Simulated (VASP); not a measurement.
# Si (Immm) in VASP: single point with LDA

Aim: the single point of Si with LDA.

Program: VASP 6.6.1. These are calculated values, not measurements. Logs are shortened: lines on timing, memory, paths and dates and some standing lists are left out, and cuts for length are marked.

### 1 The cell of the first run

Symmetry: Immm, No. 71, orthorhombic system. The conventional cell has a = 2.641 Å, b = 2.766 Å, c = 3.742 Å, α = 90.00°, β = 90.00°, γ = 90.00°. Si (site symmetry mmm) has 12 Si at 2.64 to 2.77 Å within 3.5 Å.

### 2 Single point, LDA (strain -0.1500 x Voigt [1, -1, 0, 0, 0, 0])

The input, INCAR:

```
SYSTEM = Si
  ALGO = Normal
  EDIFF = 1E-6
  ENCUT = 520
  GGA = CA
  ISIF = 2
  ISMEAR = 0
  LASPH = .TRUE.
  LCHARG = .FALSE.
  LREAL = .FALSE.
  LWAVE = .FALSE.
  NBANDS = 8
  NELM = 100
  PREC = Accurate
  SIGMA = 0.15
```

The input, KPOINTS:

```
k-points
0
G
  22 22 22
  0 0 0
```

The input, POSCAR:

```
Si
1.0
   -1.3828776905      1.8709521695      1.3203298500
    1.3828776905     -1.8709521695      1.3203298500
    1.3828776905      1.8709521695     -1.3203298500
Si
1
Direct
    0.0000000000      0.0000000000      0.0000000000
```

Potentials or basis: VASP PAW LDA potentials, release 64 (Si).

Started as:

```bash
> cat potpaw_LDA.64/Si/POTCAR > POTCAR
> mpirun -np 1 vasp_std > vasp.out
```

OUTCAR:

```text
SYSTEM = Si
   EDIFF = 1E-6
   ENCUT = 520
   GGA = CA
   ISIF = 2
   ISMEAR = 0
   LASPH = .TRUE.
   LREAL = .FALSE.
   NELM = 100
   PREC = Accurate

 ion  position               nearest neighbor table
   1  0.000  0.000  0.000-

  LATTYP: Found a body centered orthorhombic cell.
 ALAT       =     2.6406597000
 B/A-ratio  =     1.0473728898
 C/A-ratio  =     1.4170339097

  Lattice vectors:

 A1 = (   1.3828776905,  -1.8709521695,   1.3203298500)
 A2 = (  -1.3828776905,  -1.8709521695,  -1.3203298500)
 A3 = (   1.3828776905,   1.8709521695,  -1.3203298500)

Analysis of symmetry for initial positions (statically):
=====================================================================
 Subroutine PRICEL returns:
 Original cell was already a primitive cell.

 Routine SETGRP: Setting up the symmetry group for a
 body centered orthorhombic supercell.

 Subroutine GETGRP returns: Found  8 space group operations
 (whereof  8 operations were pure point group operations)
 out of a pool of  8 trial point group operations.

The static configuration has the point symmetry D_2h.

Analysis of symmetry for dynamics (positions and initial velocities):
=====================================================================
 Subroutine PRICEL returns:
 Original cell was already a primitive cell.

 Routine SETGRP: Setting up the symmetry group for a
 body centered orthorhombic supercell.

 Subroutine GETGRP returns: Found  8 space group operations
 (whereof  8 operations were pure point group operations)
 out of a pool of  8 trial point group operations.

The dynamic configuration has the point symmetry D_2h.

 Subroutine INISYM returns: Found  8 space group operations
 (whereof  8 operations are pure point group operations),
 and found     1 'primitive' translations

----------------------------------------------------------------------------------------

                                     Primitive cell

  volume of cell :      13.6643

  direct lattice vectors                    reciprocal lattice vectors
    -1.382877690  1.870952169  1.320329850     0.000000000  0.267243604  0.378693249
     1.382877690 -1.870952169  1.320329850     0.361564876  0.000000000  0.378693249
     1.382877690  1.870952169 -1.320329850     0.361564876  0.267243604  0.000000000

  length of vectors
     2.675085726  2.675085726  2.675085726     0.463495113  0.523581642  0.449609056

  position of ions in fractional coordinates (direct lattice)
     0.000000000  0.000000000  0.000000000

  ion indices of the primitive-cell ions
   primitive index   ion index
                 1           1

----------------------------------------------------------------------------------------

 KPOINTS: k-points

Automatic generation of k-mesh.
 Grid dimensions read from file:
 generate k-points for:   22   22   22

 Generating k-lattice:

  Cartesian coordinates                     Fractional coordinates (reciprocal lattice)
     0.000000000  0.012147437  0.017213329     0.045454545  0.000000000  0.000000000
     0.016434767  0.000000000  0.017213329     0.000000000  0.045454545  0.000000000
     0.016434767  0.012147437  0.000000000     0.000000000  0.000000000  0.045454545

  Length of vectors
     0.021067960  0.023799166  0.020436775

  Shift w.r.t. Gamma in fractional coordinates (k-lattice)
     0.000000000  0.000000000  0.000000000

 Subroutine IBZKPT returns following result:
 ===========================================

 Found   1530 irreducible k-points:

 Following reciprocal coordinates:
            Coordinates               Weight
  0.000000  0.000000  0.000000      1.000000
  0.045455  0.000000 -0.000000      4.000000
  0.090909  0.000000 -0.000000      4.000000
  0.136364  0.000000 -0.000000      4.000000
  0.181818 -0.000000  0.000000      4.000000
  0.227273  0.000000 -0.000000      4.000000
[... 16 lines left out ...]
  0.454545  0.045455  0.000000      8.000000
  0.500000  0.045455  0.000000      8.000000
 [... further k-points ...]
   k-points           NKPTS =   1530   k-points in BZ     NKDIM =   1530   number of bands    NBANDS=      8
   number of dos      NEDOS =    301   number of ions     NIONS =      1
   total plane-waves  NPLWV =   8000
   dimension x,y,z NGX =    20 NGY =   20 NGZ =   20
   dimension x,y,z NGXF=    40 NGYF=   40 NGZF=   40
   ions per type =               1
   NGX,Y,Z   is equivalent  to a cutoff of  12.43, 12.43, 12.43 a.u.
   NGXF,Y,Z  is equivalent  to a cutoff of  24.86, 24.86, 24.86 a.u.
 SYSTEM =  Si
   PREC   = accura    normal or accurate (medium, high low for compatibility)
   ISTART =      0    job   : 0-new  1-cont  2-samecut
   ICHARG =      2    charge: 1-file 2-atom 10-const
   ISPIN  =      1    spin polarized calculation?
   LNONCOLLINEAR =      F non collinear calculations
   LSORBIT =      F    spin-orbit coupling
   LASPH  =      T    aspherical Exc in radial PAW
   ENCUT  =  520.0 eV  38.22 Ry    6.18 a.u.   4.97  4.97  4.97*2*pi/ulx,y,z
   NELM   =    100;   NELMIN=  2; NELMDL= -5     # of ELM steps
   EDIFF  = 0.1E-05   stopping-criterion for ELM
   LREAL  =      F    real-space projection
   EDIFFG = 0.1E-04   stopping-criterion for IOM
   NSW    =      0    number of steps for IOM
   IBRION =     -1    ionic relax: 0-MD 1-quasi-New 2-CG
   NFREE  =      0    steps in history (QN), initial steepest desc. (CG)
   ISIF   =      2    stress and relaxation
   ISYM   =      2    0-nonsym 1-usesym 2-fastsym
   POTIM  = 0.5000    time-step for ionic-motion
   TEBEG  =    0.0;   TEEND  =   0.0 temperature during run
   PSTRESS=    0.0 pullay stress
   NELECT =       4.0000    total number of electrons
   NUPDOWN=      -1.0000    fix difference up-down
   EMIN   =  10.00;   EMAX   =-10.00  energy-range for DOS
   EFERMI =   0.00;   METHOD = LEGACY
   ISMEAR =     0;   SIGMA  =   0.15  broadening in eV -4-tet -1-fermi 0-gaus
   EFERMI_NEDOS =   21; number of points for ismear=-14 and -15
   IALGO  =     38    algorithm
   IMIX   =      4    mixing-type and parameters
     AMIX     =   0.40;   BMIX     =  1.00
     AMIX_MAG =   1.60;   BMIX_MAG =  1.00
  volume/ion in A,a.u.               =      13.66        92.21
  Fermi-wavevector in a.u.,A,eV,Ry     =   1.087006  2.054143 16.076394  1.181582
  Thomas-Fermi vector in A             =   2.223155
   LORBIT       =      0    0 simple, 1 ext, 2 COOP (PROOUT), +10 PAW based schemes
   GGA     = CA    functional components
   LHFCALC =     F    Hartree Fock is set to
   AEXX    =    0.0000 exact exchange contribution
   IVDW    =     0    specifies the selected vdW correction
   LEPSILON=     F    determine dielectric tensor
   LRPA    =     F    only Hartree local field effects (RPA)
 non-spin polarized calculation
 Gauss-broadening in eV      SIGMA  =   0.15
  energy-cutoff  :      520.00
  volume of cell :       13.66
 maximum number of plane-waves:       381
   NGX =  9   NGY =  9   NGZ =  9

 number of electron       4.0000000 magnetization

 Free energy of the ion-electron system (eV)
  ---------------------------------------------------
  ext. energy  EPLUGINS =         0.00000000
  ---------------------------------------------------
  free energy    TOTEN  =        -5.50926644 eV

  energy without entropy =       -5.50452144  energy(sigma->0) =       -5.50689394

 E-fermi :  10.9298     XC(G=0): -11.4960

 val. band max:       10.9296593385   @ k =  -0.1364   0.4091   0.0909
 cond. band min:      10.9335452640   @ k =  -0.4091  -0.4091   0.2727
 fundamental gap:      0.0038859254
 Fermi energy:        10.9297811172

 k-point     1 :       0.0000    0.0000    0.0000
  band No.  band energies     occupation
      1      -4.0271      2.00000
      2      21.8644      0.00000
      3      22.2043      0.00000
      4      22.4157      0.00000
      5      23.1626      0.00000
      6      23.3382      0.00000
      7      23.7421      0.00000
      8      28.8564      0.00000

 k-point     2 :       0.0455    0.0000   -0.0000
  band No.  band energies     occupation
      1      -3.9627      2.00000
      2      21.2738      0.00000
      3      21.6525      0.00000
      4      22.1412      0.00000
      5      22.8806      0.00000
      6      23.9356      0.00000
      7      24.3497      0.00000
      8      29.3114      0.00000

 k-point     3 :       0.0909    0.0000   -0.0000
  band No.  band energies     occupation
      1      -3.7697      2.00000
      2      19.7701      0.00000
      3      20.6388      0.00000
      4      21.5247      0.00000
      5      23.7498      0.00000
      6      24.4814      0.00000
      7      24.9199      0.00000
      8      28.5356      0.00000

 k-point     4 :       0.1364    0.0000   -0.0000
  band No.  band energies     occupation
      1      -3.4484      2.00000
      2      17.7370      0.00000
      3      20.1014      0.00000
      4      20.9991      0.00000
      5      24.5328      0.00000
      6      24.5497      0.00000
      7      25.7033      0.00000
      8      27.7527      0.00000

 k-point     5 :       0.1818   -0.0000    0.0000
  band No.  band energies     occupation
      1      -2.9995      2.00000
      2      15.6973      0.00000
      3      19.6679      0.00000
      4      20.5672      0.00000
      5      24.4427      0.00000
      6      24.8461      0.00000
      7      26.0507      0.00000
      8      27.5549      0.00000

 k-point     6 :       0.2273    0.0000   -0.0000
  band No.  band energies     occupation
      1      -2.4239      2.00000
      2      13.7033      0.00000
      3      19.3390      0.00000
      4      20.2331      0.00000
      5      24.3305      0.00000
      6      24.3526      0.00000
      7      25.5409      0.00000
      8      28.2969      0.00000

 k-point     7 :       0.2727    0.0000    0.0000
  band No.  band energies     occupation
      1      -1.7226      2.00000
      2      11.7811      0.00000
      3      19.1129      0.00000
      4      19.9957      0.00000
      5      23.5717      0.00000
      6      24.2231      0.00000
      7      24.7847      0.00000
      8      29.5022      0.00000
[... 133 lines left out ...]
 k-point    20 :       0.3182    0.0455    0.0000
  band No.  band energies     occupation
      1      -0.2250      2.00000
      2       8.8212      2.00000
      3      18.6126      0.00000
      4      19.6619      0.00000
      5      21.6074      0.00000
      6      24.0769      0.00000
      7      24.5168      0.00000
      8      28.8922      0.00000

 k-point    21 :       0.3636    0.0455   -0.0000
  band No.  band energies     occupation
      1       0.8035      2.00000
      2       7.1508      2.00000
      3      18.6489      0.00000
      4      19.3628      0.00000
      5      21.2898      0.00000
      6      23.4433      0.00000
      7      24.5974      0.00000
      8      28.2933      0.00000

 k-point    22 :       0.4091    0.0455    0.0000
  band No.  band energies     occupation
      1       1.9505      2.00000
      2       5.5870      2.00000
      3      18.6865      0.00000
      4      19.1061      0.00000
      5      21.2195      0.00000
      6      22.9322      0.00000
      7      24.7183      0.00000
      8      27.8138      0.00000

 k-point    23 :       0.4545    0.0455    0.0000
  band No.  band energies     occupation
      1       3.2036      2.00000
      2       4.1444      2.00000
      3      18.4829      0.00000
      4      19.1739      0.00000
      5      21.3313      0.00000
      6      22.5860      0.00000
      7      24.8318      0.00000
      8      27.5398      0.00000

 k-point    24 :       0.5000    0.0455    0.0000
  band No.  band energies     occupation
      1       2.7743      2.00000
      2       4.6119      2.00000
      3      18.1985      0.00000
      4      19.4314      0.00000
      5      21.5356      0.00000
      6      22.4740      0.00000
      7      24.8872      0.00000
      8      27.5324      0.00000

 [... further k-points ...]

------------------------ aborting loop because EDIFF is reached ----------------------------------------

  FORCE on cell =-STRESS in cart. coord.  units (eV):
  Direction    XX          YY          ZZ          XY          YZ          ZX
  --------------------------------------------------------------------------------------
  -------------------------------------------------------------------------------------
  Total        0.0851299      0.1776440      0.2105753      0.0000000      0.0000000      0.0000000
  in kB        9.9816866     20.8291822     24.6904582      0.0000000      0.0000000      0.0000000
  external PRESSURE =      18.5004423 kB  Pullay stress =       0.0000000 kB

 VOLUME and BASIS-vectors are now :
 -----------------------------------------------------------------------------
  energy-cutoff  :      520.00
  volume of cell :       13.66
      direct lattice vectors                 reciprocal lattice vectors
    -1.382877690  1.870952169  1.320329850     0.000000000  0.267243604  0.378693249
     1.382877690 -1.870952169  1.320329850     0.361564876  0.000000000  0.378693249
     1.382877690  1.870952169 -1.320329850     0.361564876  0.267243604  0.000000000

 POSITION                                       TOTAL-FORCE (eV/Angst)
 -----------------------------------------------------------------------------------
      0.00000      0.00000      0.00000         0.000000      0.000000     -0.000000
 -----------------------------------------------------------------------------------
    total drift:                                0.000000      0.000000      0.000000

  FREE ENERGIE OF THE ION-ELECTRON SYSTEM (eV)
  ---------------------------------------------------
  free  energy   TOTEN  =        -5.5092664405 eV

  energy  without entropy=       -5.5045214399  energy(sigma->0) =       -5.50689394
```

Wall time 38 s (1 thread of Intel Xeon 6975P-C (Granite Rapids), shared host); peak memory 0.23 GiB.

What came out:

| Quantity | Value |
| --- | --- |
| Free energy | -5.5093 eV |
| Pressure | 1.9 GPa |
| Band gap on the k mesh | zero (band 2 reaches 21.86 eV, above the bottom of band 3 at 7.77 eV) |

Levels at points of the mesh, in eV from the Fermi level:
```tsv
k point	band 1	band 2	band 3	band 4	band 5	band 6
(0.00, 0.00, 0.00)	-14.96	10.93	11.27	11.49	12.23	12.41
(0.50, 0.00, 0.00)	-7.44	-7.18	8.14	8.89	10.07	11.33
(0.00, 0.50, 0.00)	-5.72	-4.73	3.36	3.56	4.43	7.28
(0.50, 0.50, 0.00)	-8.11	-7.40	9.28	9.43	11.08	11.46
(0.50, 0.50, 0.50)	-5.40	-4.24	2.18	3.93	3.98	7.01
```

Caveat: the cell differs from its parent crystal (strain -0.1500 x Voigt [1, -1, 0, 0, 0, 0]).
